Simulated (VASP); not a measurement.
# MoS2 (P6_3/mmc) in VASP: relaxation of cell and atoms with PBEsol

Aim: the relaxation of cell and atoms of MoS2 with PBEsol.

Program: VASP 6.6.1. These are calculated values, not measurements. Logs are shortened: lines on timing, memory, paths and dates and some standing lists are left out, and cuts for length are marked.

### 1 The cell of the first run

Symmetry: P6_3/mmc, No. 194, hexagonal system. Conventional cell: a = 3.101 Å, b = 3.101 Å, c = 12.522 Å, α = 90.00°, β = 90.00°, γ = 120.00°. Within 3.2 Å of Mo (site symmetry -6m2) lie 6 S at 2.36 Å and 6 Mo at 3.10 Å. Within 3.2 Å of S (site symmetry 3m) lie 3 Mo at 2.36 Å and 7 S at 3.09 to 3.10 Å.

### 2 Relaxation of cell and atoms, PBEsol

The input, INCAR:

```
  PREC = Accurate
  ENCUT = 600
  EDIFF = 1E-7
  ISMEAR = 0
  SIGMA = 0.02
  LREAL = F
  LASPH = T
  NELM = 80
  ALGO = Normal
  ISIF = 3
  LWAVE = F
  LCHARG = F
  GGA = PS
  IBRION = 2
  NSW = 80
  EDIFFG = -0.01
```

The input, KPOINTS:

```
Automatic mesh
0
Gamma
  12 12 4
```

The input, POSCAR:

```
MoS2
1.0
    3.1009580076      0.0000000000      0.0000000000
   -1.5504790038      2.6855084107      0.0000000000
    0.0000000000      0.0000000000     12.5223765531
Mo S
2 4
Direct
    0.3333333333      0.6666666667      0.2500000000
    0.6666666667      0.3333333333      0.7500000000
    0.3333333333      0.6666666667      0.6266014909
    0.6666666667      0.3333333333      0.1266014909
    0.3333333333      0.6666666667      0.8733985091
    0.6666666667      0.3333333333      0.3733985091
```

Potentials or basis: VASP PAW PBE potentials, release 64 (Mo_sv, S).

Started as:

```console
> cat potpaw_PBE.64/Mo_sv/POTCAR potpaw_PBE.64/S/POTCAR > POTCAR
> mpirun -np 1 vasp_std > vasp.out
```

OUTCAR:

```text
PREC = Accurate
   ENCUT = 600
   EDIFF = 1E-7
   ISMEAR = 0
   LREAL = F
   LASPH = T
   NELM = 80
   ISIF = 3
   GGA = PS
   IBRION = 2
   NSW = 80
   EDIFFG = -0.01

 ion  position               nearest neighbor table
   1  0.333  0.667  0.250-   4 2.36   6 2.36   4 2.36   6 2.36   4 2.36   6 2.36
   2  0.667  0.333  0.750-   3 2.36   5 2.36   3 2.36   5 2.36   3 2.36   5 2.36
   3  0.333  0.667  0.627-   2 2.36   2 2.36   2 2.36
   4  0.667  0.333  0.127-   1 2.36   1 2.36   1 2.36
   5  0.333  0.667  0.873-   2 2.36   2 2.36   2 2.36
   6  0.667  0.333  0.373-   1 2.36   1 2.36   1 2.36

  LATTYP: Found a hexagonal cell.
 ALAT       =     3.1009580076
 C/A-ratio  =     4.0382283547

  Lattice vectors:

 A1 = (   3.1009580076,   0.0000000000,   0.0000000000)
 A2 = (  -1.5504790038,   2.6855084107,   0.0000000000)
 A3 = (   0.0000000000,   0.0000000000,  12.5223765531)

Analysis of symmetry for initial positions (statically):
=====================================================================
 Subroutine PRICEL returns:
 Original cell was already a primitive cell.

 Routine SETGRP: Setting up the symmetry group for a
 hexagonal supercell.

 Subroutine GETGRP returns: Found 24 space group operations
 (whereof 12 operations were pure point group operations)
 out of a pool of 24 trial point group operations.

The static configuration has the point symmetry D_3d.
 The point group associated with its full space group is D_6h.

Analysis of symmetry for dynamics (positions and initial velocities):
=====================================================================
 Subroutine PRICEL returns:
 Original cell was already a primitive cell.

 Routine SETGRP: Setting up the symmetry group for a
 hexagonal supercell.

 Subroutine GETGRP returns: Found 24 space group operations
 (whereof 12 operations were pure point group operations)
 out of a pool of 24 trial point group operations.

The dynamic configuration has the point symmetry D_3d.
 The point group associated with its full space group is D_6h.

 Subroutine INISYM returns: Found 24 space group operations
 (whereof 12 operations are pure point group operations),
 and found     1 'primitive' translations

----------------------------------------------------------------------------------------

                                     Primitive cell

  volume of cell :     104.2820

[... 105 lines left out ...]
   TEBEG  =    0.0;   TEEND  =   0.0 temperature during run
   PSTRESS=    0.0 pullay stress
   NELECT =      52.0000    total number of electrons
   NUPDOWN=      -1.0000    fix difference up-down
   EMIN   =  10.00;   EMAX   =-10.00  energy-range for DOS
   EFERMI =   0.00;   METHOD = LEGACY
   ISMEAR =     0;   SIGMA  =   0.02  broadening in eV -4-tet -1-fermi 0-gaus
   EFERMI_NEDOS =   21; number of points for ismear=-14 and -15
   IALGO  =     38    algorithm
   IMIX   =      4    mixing-type and parameters
     AMIX     =   0.40;   BMIX     =  1.00
     AMIX_MAG =   1.60;   BMIX_MAG =  1.00
  volume/ion in A,a.u.               =      17.38       117.29
  Fermi-wavevector in a.u.,A,eV,Ry     =   1.298194  2.453231 22.929999  1.685307
  Thomas-Fermi vector in A             =   2.429538
   LORBIT       =      0    0 simple, 1 ext, 2 COOP (PROOUT), +10 PAW based schemes
   GGA     = PS    functional components
   LHFCALC =     F    Hartree Fock is set to
   AEXX    =    0.0000 exact exchange contribution
   IVDW    =     0    specifies the selected vdW correction
   LEPSILON=     F    determine dielectric tensor
   LRPA    =     F    only Hartree local field effects (RPA)
 conjugate gradient relaxation of ions
 non-spin polarized calculation
 Gauss-broadening in eV      SIGMA  =   0.02
  energy-cutoff  :      600.00
  volume of cell :      104.28
 maximum number of plane-waves:      3530
 NGX is ok and might be reduce to    28
   NGX = 13   NGY = 13   NGZ = 51

--------------------------------------- Ionic step        1  -------------------------------------------

 number of electron      52.0000003 magnetization

 Free energy of the ion-electron system (eV)
  ---------------------------------------------------
  ext. energy  EPLUGINS =         0.00000000
  ---------------------------------------------------
  free energy    TOTEN  =       -46.84298185 eV

  energy without entropy =      -46.84298185  energy(sigma->0) =      -46.84298185

------------------------ aborting loop because EDIFF is reached ----------------------------------------

  FORCE on cell =-STRESS in cart. coord.  units (eV):
  Direction    XX          YY          ZZ          XY          YZ          ZX
  --------------------------------------------------------------------------------------
  -------------------------------------------------------------------------------------
  Total        3.7427134      3.7427134      3.5470645      0.0000000      0.0000000      0.0000000
  in kB       57.5026675     57.5026675     54.4967383      0.0000000      0.0000000      0.0000000
  external PRESSURE =      56.5006911 kB  Pullay stress =       0.0000000 kB
[... 147 lines left out ...]
--------------------------------------- Ionic step        5  -------------------------------------------

 number of electron      52.0000000 magnetization

 Free energy of the ion-electron system (eV)
  ---------------------------------------------------
  ext. energy  EPLUGINS =         0.00000000
  ---------------------------------------------------
  free energy    TOTEN  =       -46.90616454 eV

  energy without entropy =      -46.90616454  energy(sigma->0) =      -46.90616454

 E-fermi :   7.4922     XC(G=0): -10.9191

 val. band max:        7.2505914705   @ k =   0.0000   0.0000   0.0000
 cond. band min:       8.2478903464   @ k =   0.1667   0.1667   0.0000
 fundamental gap:      0.9972988758
 Fermi energy:         7.4921621693

 k-point     1 :       0.0000    0.0000    0.0000
  band No.  band energies     occupation
      1     -54.0331      2.00000
      2     -54.0331      2.00000
      3     -28.2447      2.00000
      4     -28.2446      2.00000
      5     -27.9828      2.00000
      6     -27.9828      2.00000
[... 805 lines left out ...]
     30       9.3095      0.00000
     31      10.0412      0.00000

 [... further k-points ...]

------------------------ aborting loop because EDIFF is reached ----------------------------------------

  FORCE on cell =-STRESS in cart. coord.  units (eV):
  Direction    XX          YY          ZZ          XY          YZ          ZX
  --------------------------------------------------------------------------------------
  -------------------------------------------------------------------------------------
  Total       -0.0210389     -0.0210389      0.0091542      0.0000000      0.0000000      0.0000000
  in kB       -0.3133157     -0.3133157      0.1363258      0.0000000      0.0000000      0.0000000
  external PRESSURE =      -0.1634352 kB  Pullay stress =       0.0000000 kB
[... 21 lines left out ...]
  FREE ENERGIE OF THE ION-ELECTRON SYSTEM (eV)
  ---------------------------------------------------
  free  energy   TOTEN  =       -46.9061645389 eV

  energy  without entropy=      -46.9061645389  energy(sigma->0) =      -46.90616454

 reached required accuracy - stopping structural energy minimisation
```

OSZICAR:

```text
N       E                     dE             d eps       ncg     rms          rms(c)
DAV:   1     0.507463062843E+03    0.50746E+03   -0.31982E+04  3830   0.179E+03
DAV:   2    -0.211826608005E+02   -0.52865E+03   -0.51712E+03  4355   0.430E+02
DAV:   3    -0.489507133872E+02   -0.27768E+02   -0.27599E+02  4519   0.876E+01
[... 59 lines left out ...]
DAV:   6    -0.469061659871E+02    0.10071E-04   -0.80654E-05  4472   0.470E-02    0.340E-02
DAV:   7    -0.469061646003E+02    0.13867E-05   -0.72838E-06  4619   0.142E-02    0.115E-02
DAV:   8    -0.469061643420E+02    0.25828E-06   -0.24872E-06  3695   0.725E-03    0.506E-03
DAV:   9    -0.469061644503E+02   -0.10821E-06   -0.32824E-07  3578   0.311E-03    0.189E-03
DAV:  10    -0.469061645389E+02   -0.88665E-07   -0.33654E-08  2579   0.122E-03
   5 F= -.46906165E+02 E0= -.46906165E+02  d E =-.351549E-02
```

CONTCAR:

```text
MoS2
   1.00000000000000
     3.1418947207184544    0.0000000000000000   -0.0000000000000000
    -1.5709473603592272    2.7209606442099918   -0.0000000000000000
     0.0000000000000000    0.0000000000000000   12.5845439843447569
  Mo              S
     2     4
Direct
     0.3333333332999970    0.6666666667000030    0.2500000000000000
     0.6666666667000030    0.3333333332999970    0.7500000000000000
     0.3333333332999970    0.6666666667000030    0.6261495716290396
     0.6666666667000030    0.3333333332999970    0.1261495716290397
     0.3333333332999970    0.6666666667000030    0.8738504283709604
     0.6666666667000030    0.3333333332999970    0.3738504283709603

  0.00000000E+00  0.00000000E+00  0.00000000E+00
  0.00000000E+00  0.00000000E+00  0.00000000E+00
  0.00000000E+00  0.00000000E+00  0.00000000E+00
  0.00000000E+00  0.00000000E+00  0.00000000E+00
  0.00000000E+00  0.00000000E+00  0.00000000E+00
  0.00000000E+00  0.00000000E+00  0.00000000E+00
```

It took 11 min on 1 thread of AMD EPYC 9R45 (Zen 5), shared host; peak memory 0.36 GiB.

What came out:

* Free energy: -46.9062 eV
* Relaxed volume: 17.93 Å³/atom
* Relaxed cell: a = 3.142 Å, b = 3.142 Å, c = 12.585 Å, α = 90.00°, β = 90.00°, γ = 120.00°
* Space group after relaxing (to 0.1 Å): P6_3/mmc (No. 194)
* Energy gained by relaxing: 10.5 meV/atom
* Ionic steps: 5
* Pressure after relaxing: 0.0 GPa
* Largest force after relaxing: 0.006 eV/Å
* Band gap on the k mesh: 1.00 eV (least direct gap 1.74 eV)

Forces on the atoms (eV/Å):
```
Mo   0.000  0.000  0.000
Mo   0.000  0.000  0.000
S    0.000  0.000 -0.006
S    0.000  0.000 -0.006
S    0.000  0.000  0.006
S    0.000  0.000  0.006
```

Step by step:
| step | energy change (eV) | largest force (eV/Å) | pressure (GPa) | volume (Å³) |
| --- | --- | --- | --- | --- |
| 1 | 0.0000 | 0.5664 | 5.65 | 104.28 |
| 2 | 0.1975 | 1.3035 | -9.45 | 113.81 |
| 3 | -0.0596 | 0.1079 | 0.02 | 107.25 |
| 4 | -0.0597 | 0.0937 | 0.15 | 107.18 |
| 5 | -0.0632 | 0.0062 | -0.02 | 107.58 |

Final structure:
```
Mo S
1.0
     3.14189    0.00000    0.00000
    -1.57095    2.72096    0.00000
     0.00000    0.00000   12.58454
Mo S
2 4
Direct
  0.33333 0.66667 0.25000
  0.66667 0.33333 0.75000
  0.33333 0.66667 0.62615
  0.66667 0.33333 0.12615
  0.33333 0.66667 0.87385
  0.66667 0.33333 0.37385
```

Caveat: the PAW data sets were made with another functional, which shifts forces and pressure a little; this functional lacks dispersion, which binds layers or chains, so the pressure and a relaxed spacing across them are unreliable. A k mesh can miss the band edges.
